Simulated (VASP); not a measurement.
# Sn2H6Pt (Fm-3m) in VASP: notebook

The runs below take Sn2H6Pt through relaxation of cell and atoms, single point, with PBE.

Everything below comes from runs of VASP 6.6.1. Logs are shortened: lines on timing, memory, paths and dates and some standing lists are left out, and cuts for length are marked.

## (1) The cell of the first run

The structure is cubic, space group Fm-3m (No. 225). Conventional cell: a = 7.800 Å, b = 7.800 Å, c = 7.800 Å, α = 90.00°, β = 90.00°, γ = 90.00°. Sn (site symmetry -43m) has 12 H at 2.77 Å and 4 Pt at 3.38 Å within 3.7 Å. Within 2.3 Å of H (site symmetry 4mm) lie 1 Pt at 1.69 Å. Within 2.3 Å of Pt (site symmetry m-3m) lie 6 H at 1.69 Å.

## (2) Relaxation of cell and atoms, PBE

INCAR reads:

```
PREC     = Accurate       # precision mode
ENCUT    = 600            # plane-wave cutoff, eV
EDIFF    = 1E-6           # SCF threshold, eV
ISMEAR   = 0              # smearing method
SIGMA    = 0.1            # smearing width, eV
LREAL    = F              # projectors in reciprocal space
LASPH    = T              # aspherical terms in the spheres
NELM     = 100            # most SCF steps
ALGO     = Normal         # electronic algorithm
ISIF     = 3              # what is computed and relaxed
LWAVE    = F              # write WAVECAR
LCHARG   = F              # write CHGCAR
GGA      = PE             # functional
IBRION   = 2              # ionic algorithm
NSW      = 100            # ionic steps
EDIFFG   = -0.01          # ionic threshold
```

KPOINTS reads:

```
regular mesh
0
Gamma
  8 8 8
```

POSCAR reads:

```
Sn2H6Pt
1.0
    0.0000000000      3.8997941398      3.8997941398
    3.8997941398      0.0000000000      3.8997941398
    3.8997941398      3.8997941398      0.0000000000
Sn H Pt
2 6 1
Direct
    0.2500000000      0.2500000000      0.2500000000
    0.7500000000      0.7500000000      0.7500000000
    0.7827740156      0.2172259844      0.2172259844
    0.2172259844      0.7827740156      0.7827740156
    0.2172259844      0.7827740156      0.2172259844
    0.7827740156      0.2172259844      0.7827740156
    0.2172259844      0.2172259844      0.7827740156
    0.7827740156      0.7827740156      0.2172259844
    0.0000000000      0.0000000000      0.0000000000
```

Potentials or basis: VASP PAW PBE potentials, release 64 (Sn_d, H, Pt).

Started as:

```sh
> cat potpaw_PBE.64/Sn_d/POTCAR potpaw_PBE.64/H/POTCAR potpaw_PBE.64/Pt/POTCAR > POTCAR
> mpirun -np 1 vasp_std > vasp.out
```

OUTCAR:

```text
PREC = Accurate
   ENCUT = 600
   EDIFF = 1E-6
   ISMEAR = 0
   LREAL = F
   LASPH = T
   NELM = 100
   ISIF = 3
   GGA = PE
   IBRION = 2
   NSW = 100
   EDIFFG = -0.01

 ion  position               nearest neighbor table
   1  0.250  0.250  0.250-   9 3.38   9 3.38   9 3.38   9 3.38
   2  0.750  0.750  0.750-   9 3.38   9 3.38   9 3.38   9 3.38
   3  0.783  0.217  0.217-   9 1.69
   4  0.217  0.783  0.783-   9 1.69
   5  0.217  0.783  0.217-   9 1.69
   6  0.783  0.217  0.783-   9 1.69
   7  0.217  0.217  0.783-   9 1.69
   8  0.783  0.783  0.217-   9 1.69
   9  0.000  0.000  0.000-   3 1.69   4 1.69   5 1.69   6 1.69   7 1.69   8 1.69   2 3.38   2 3.38
                             1 3.38   2 3.38   2 3.38   1 3.38   1 3.38   1 3.38

  LATTYP: Found a face centered cubic cell.
 ALAT       =     7.7995882796

  Lattice vectors:

 A1 = (   0.0000000000,   3.8997941398,   3.8997941398)
 A2 = (   3.8997941398,   0.0000000000,   3.8997941398)
 A3 = (   3.8997941398,   3.8997941398,   0.0000000000)

Analysis of symmetry for initial positions (statically):
=====================================================================
 Subroutine PRICEL returns:
 Original cell was already a primitive cell.

 Routine SETGRP: Setting up the symmetry group for a
 face centered cubic supercell.

 Subroutine GETGRP returns: Found 48 space group operations
[... 9 lines left out ...]

 Routine SETGRP: Setting up the symmetry group for a
 face centered cubic supercell.

 Subroutine GETGRP returns: Found 48 space group operations
[... 11 lines left out ...]
                                     Primitive cell

  volume of cell :     118.6192

  direct lattice vectors                    reciprocal lattice vectors
     0.000000000  3.899794140  3.899794140    -0.128211896  0.128211896  0.128211896
     3.899794140  0.000000000  3.899794140     0.128211896 -0.128211896  0.128211896
     3.899794140  3.899794140  0.000000000     0.128211896  0.128211896 -0.128211896

  length of vectors
     5.515141763  5.515141763  5.515141763     0.222069518  0.222069518  0.222069518

  position of ions in fractional coordinates (direct lattice)
     0.250000000  0.250000000  0.250000000
     0.750000000  0.750000000  0.750000000
     0.782774016  0.217225984  0.217225984
     0.217225984  0.782774016  0.782774016
     0.217225984  0.782774016  0.217225984
     0.782774016  0.217225984  0.782774016
[... 85 lines left out ...]
   ENCUT  =  600.0 eV  44.10 Ry    6.64 a.u.  11.02 11.02 11.02*2*pi/ulx,y,z
   NELM   =    100;   NELMIN=  2; NELMDL= -5     # of ELM steps
   EDIFF  = 0.1E-05   stopping-criterion for ELM
   LREAL  =      F    real-space projection
   EDIFFG = -.1E-01   stopping-criterion for IOM
   NSW    =    100    number of steps for IOM
   IBRION =      2    ionic relax: 0-MD 1-quasi-New 2-CG
   NFREE  =      1    steps in history (QN), initial steepest desc. (CG)
   ISIF   =      3    stress and relaxation
   ISYM   =      2    0-nonsym 1-usesym 2-fastsym
   POTIM  = 0.5000    time-step for ionic-motion
   TEBEG  =    0.0;   TEEND  =   0.0 temperature during run
   PSTRESS=    0.0 pullay stress
   NELECT =      44.0000    total number of electrons
   NUPDOWN=      -1.0000    fix difference up-down
   EMIN   =  10.00;   EMAX   =-10.00  energy-range for DOS
   EFERMI =   0.00;   METHOD = LEGACY
   ISMEAR =     0;   SIGMA  =   0.10  broadening in eV -4-tet -1-fermi 0-gaus
   EFERMI_NEDOS =   21; number of points for ismear=-14 and -15
   IALGO  =     38    algorithm
   IMIX   =      4    mixing-type and parameters
     AMIX     =   0.40;   BMIX     =  1.00
     AMIX_MAG =   1.60;   BMIX_MAG =  1.00
  volume/ion in A,a.u.               =      13.18        88.94
  Fermi-wavevector in a.u.,A,eV,Ry     =   1.176271  2.222830 18.825203  1.383613
  Thomas-Fermi vector in A             =   2.312638
   LORBIT       =      0    0 simple, 1 ext, 2 COOP (PROOUT), +10 PAW based schemes
   GGA     = PE    functional components
   LHFCALC =     F    Hartree Fock is set to
   AEXX    =    0.0000 exact exchange contribution
   IVDW    =     0    specifies the selected vdW correction
   LEPSILON=     F    determine dielectric tensor
   LRPA    =     F    only Hartree local field effects (RPA)
 conjugate gradient relaxation of ions
 non-spin polarized calculation
 Gauss-broadening in eV      SIGMA  =   0.10
  energy-cutoff  :      600.00
  volume of cell :      118.62
 maximum number of plane-waves:      3988
 NGX is ok and might be reduce to    48
   NGX = 21   NGY = 21   NGZ = 21

--------------------------------------- Ionic step        1  -------------------------------------------

 number of electron      44.0000004 magnetization

 Free energy of the ion-electron system (eV)
  ---------------------------------------------------
  ext. energy  EPLUGINS =         0.00000000
  ---------------------------------------------------
  free energy    TOTEN  =       -31.08087159 eV

  energy without entropy =      -31.06573275  energy(sigma->0) =      -31.07330217

------------------------ aborting loop because EDIFF is reached ----------------------------------------

  FORCE on cell =-STRESS in cart. coord.  units (eV):
  Direction    XX          YY          ZZ          XY          YZ          ZX
  --------------------------------------------------------------------------------------
  -------------------------------------------------------------------------------------
  Total        0.0066496      0.0066496      0.0066496      0.0000000     -0.0000000      0.0000000
  in kB        0.0898158      0.0898158      0.0898158      0.0000000     -0.0000000      0.0000000
  external PRESSURE =       0.0898158 kB  Pullay stress =       0.0000000 kB
[... 159 lines left out ...]
--------------------------------------- Ionic step        5  -------------------------------------------

 number of electron      44.0000005 magnetization

 Free energy of the ion-electron system (eV)
  ---------------------------------------------------
  ext. energy  EPLUGINS =         0.00000000
  ---------------------------------------------------
  free energy    TOTEN  =       -31.08182036 eV

  energy without entropy =      -31.06642016  energy(sigma->0) =      -31.07412026

 E-fermi :   5.2677     XC(G=0):  -9.4105

 val. band max:        5.2624224062   @ k =   0.2500   0.1250   0.0000
 cond. band min:       5.3105557941   @ k =  -0.2500   0.3750   0.1250
 fundamental gap:      0.0481333879
 Fermi energy:         5.2676879269

 k-point     1 :       0.0000    0.0000    0.0000
  band No.  band energies     occupation
      1     -17.2797      2.00000
      2     -17.2797      2.00000
      3     -17.2594      2.00000
      4     -17.2594      2.00000
      5     -17.2594      2.00000
      6     -17.2381      2.00000
[... 709 lines left out ...]
     26       7.7671      0.00000
     27       8.0086      0.00000

 [... further k-points ...]
[... 5 lines left out ...]
  --------------------------------------------------------------------------------------
  -------------------------------------------------------------------------------------
  Total       -0.0415728     -0.0415728     -0.0415728      0.0000000     -0.0000000      0.0000000
  in kB       -0.5645022     -0.5645022     -0.5645022      0.0000000     -0.0000000      0.0000000
  external PRESSURE =      -0.5645022 kB  Pullay stress =       0.0000000 kB
[... 24 lines left out ...]
  FREE ENERGIE OF THE ION-ELECTRON SYSTEM (eV)
  ---------------------------------------------------
  free  energy   TOTEN  =       -31.0818203571 eV

  energy  without entropy=      -31.0664201577  energy(sigma->0) =      -31.07412026

 reached required accuracy - stopping structural energy minimisation
```

CONTCAR:

```text
Sn2H6Pt
   1.00000000000000
     0.0000000000000000    3.8929148151451116    3.8929148151451116
     3.8929148151451116   -0.0000000000000000    3.8929148151451116
     3.8929148151451116    3.8929148151451116    0.0000000000000000
  Sn              H               Pt
     2     6     1
Direct
     0.2500000000000000    0.2500000000000000    0.2500000000000000
     0.7500000000000000    0.7500000000000000    0.7500000000000000
     0.7817778564086292    0.2182221435913708    0.2182221435913708
     0.2182221435913708    0.7817778564086292    0.7817778564086292
     0.2182221435913708    0.7817778564086292    0.2182221435913708
     0.7817778564086292    0.2182221435913708    0.7817778564086292
     0.2182221435913708    0.2182221435913708    0.7817778564086292
     0.7817778564086292    0.7817778564086292    0.2182221435913708
     0.0000000000000000    0.0000000000000000    0.0000000000000000

  0.00000000E+00  0.00000000E+00  0.00000000E+00
  0.00000000E+00  0.00000000E+00  0.00000000E+00
  0.00000000E+00  0.00000000E+00  0.00000000E+00
  0.00000000E+00  0.00000000E+00  0.00000000E+00
  0.00000000E+00  0.00000000E+00  0.00000000E+00
  0.00000000E+00  0.00000000E+00  0.00000000E+00
  0.00000000E+00  0.00000000E+00  0.00000000E+00
  0.00000000E+00  0.00000000E+00  0.00000000E+00
  0.00000000E+00  0.00000000E+00  0.00000000E+00
```

Run time: 4.8 min. Hardware: 1 thread of Intel Xeon Platinum 8375C at 2.90GHz (Ice Lake), shared host; peak memory 0.41 GiB.

Results:

* Free energy: -31.0818 eV
* Relaxed volume: 13.11 Å³/atom
* Relaxed cell: a = 5.505 Å, b = 5.505 Å, c = 5.505 Å, α = 60.00°, β = 60.00°, γ = 60.00°
* Space group after relaxing (to 0.05 Å): Fm-3m (No. 225)
* Energy gained by relaxing: 0.1 meV/atom
* Ionic steps: 5
* Pressure after relaxing: -0.1 GPa
* Band gap on the k mesh: zero (band 22 reaches 5.38 eV, above the bottom of band 23 at 4.85 eV)

Forces in eV/Å, atoms in the order of the input:
```
Sn   0.000  0.000  0.000
Sn   0.000  0.000  0.000
H   -0.003  0.000  0.000
H    0.003  0.000  0.000
H    0.000 -0.003  0.000
H    0.000  0.003  0.000
H    0.000  0.000 -0.003
H    0.000  0.000  0.003
Pt   0.000  0.000  0.000
```

Step by step:
```
step  energy change (eV)  largest force (eV/Å)  pressure (GPa)  volume (Å³)
   1              0.0000                0.0378            0.01       118.62
   2             -0.0003                0.0187           -0.13       118.63
   3             -0.0004                0.0019           -0.22       118.64
   4             -0.0006                0.0007           -0.18       118.48
   5             -0.0009                0.0027           -0.06       117.99
```

Final structure:
```cif
data_structure
_symmetry_space_group_name_H-M 'P 1'
_symmetry_Int_Tables_number 1
_cell_length_a 5.5054
_cell_length_b 5.5054
_cell_length_c 5.5054
_cell_angle_alpha 60.000
_cell_angle_beta 60.000
_cell_angle_gamma 60.000
_cell_volume 117.99
loop_
_atom_site_label
_atom_site_type_symbol
_atom_site_fract_x
_atom_site_fract_y
_atom_site_fract_z
_atom_site_occupancy
Sn1 Sn 0.25000 0.25000 0.25000 1
Sn2 Sn 0.75000 0.75000 0.75000 1
H1 H 0.78178 0.21822 0.21822 1
H2 H 0.21822 0.78178 0.78178 1
H3 H 0.21822 0.78178 0.21822 1
H4 H 0.78178 0.21822 0.78178 1
H5 H 0.21822 0.21822 0.78178 1
H6 H 0.78178 0.78178 0.21822 1
Pt1 Pt 0.00000 0.00000 0.00000 1
```

Caveat: spin-orbit coupling is left out, which moves the levels of the heavy elements.

## (3) Single point, PBE

This run uses another cell than the first one, of 13.12 Å³/atom, 0.995 times its volume.

INCAR reads:

```
SYSTEM = Sn2H6Pt
PREC = Accurate
ENCUT = 520
EDIFF = 1E-6
ISMEAR = 0
SIGMA = 0.1
LREAL = .False.
LASPH = .True.
NELM = 100
ALGO = Normal
ISIF = 2
LWAVE = .False.
LCHARG = .False.
GGA = PE
NBANDS = 32
```

KPOINTS reads:

```
Automatic mesh
0
Gamma
  8 8 8
  0 0 0
```

POSCAR reads:

```
Sn2H6Pt
1.0
    0.0000000000      3.8937170652      3.8937170652
    3.8937170652      0.0000000000      3.8937170652
    3.8937170652      3.8937170652      0.0000000000
Sn H Pt
2 6 1
Direct
    0.2500000000      0.2500000000      0.2500000000
    0.7500000000      0.7500000000      0.7500000000
    0.7820390424      0.2179609576      0.2179609576
    0.2179609576      0.7820390424      0.7820390424
    0.2179609576      0.7820390424      0.2179609576
    0.7820390424      0.2179609576      0.7820390424
    0.2179609576      0.2179609576      0.7820390424
    0.7820390424      0.7820390424      0.2179609576
    0.0000000000      0.0000000000      0.0000000000
```

Potentials or basis: VASP PAW PBE potentials, release 64 (Sn_d, H, Pt).

Started as:

```sh
> cat potpaw_PBE.64/Sn_d/POTCAR potpaw_PBE.64/H/POTCAR potpaw_PBE.64/Pt/POTCAR > POTCAR
> mpirun -np 1 vasp_std > vasp.out
```

Wall time 100 s (1 thread of Intel Xeon Platinum 8375C at 2.90GHz (Ice Lake), shared host); peak memory 0.32 GiB.

It converged, with:

```
Free energy            : -31.0796 eV
Pressure               : -0.1 GPa
Largest force          : 0.014 eV/Å
Band gap on the k mesh : zero (band 22 reaches 5.38 eV, above the bottom of band 23 at 4.84 eV)
```

Forces in eV/Å, atoms in the order of the input:
```
Sn   0.000  0.000  0.000
Sn   0.000  0.000  0.000
H    0.014  0.000  0.000
H   -0.014  0.000  0.000
H    0.000  0.014  0.000
H    0.000 -0.014  0.000
H    0.000  0.000  0.014
H    0.000  0.000 -0.014
Pt   0.000  0.000  0.000
```

Levels at points of the mesh, in eV from the Fermi level:
```
           k point  band 18  band 19  band 20  band 21  band 22  band 23  band 24  band 25  band 26  band 27
(0.00, 0.00, 0.00)    -4.16    -4.16    -4.16    -3.85    -0.42    -0.42    -0.42     0.77     0.77     0.77
(0.50, 0.00, 0.00)    -4.51    -4.51    -3.65    -3.59    -0.30    -0.30     1.01     1.01     2.21     3.15
(0.50, 0.50, 0.00)    -4.57    -4.57    -3.63    -1.83    -1.27     1.78     1.78     2.45     2.45     2.83
```

Caveat: spin-orbit coupling is left out, which moves the levels of the heavy elements.
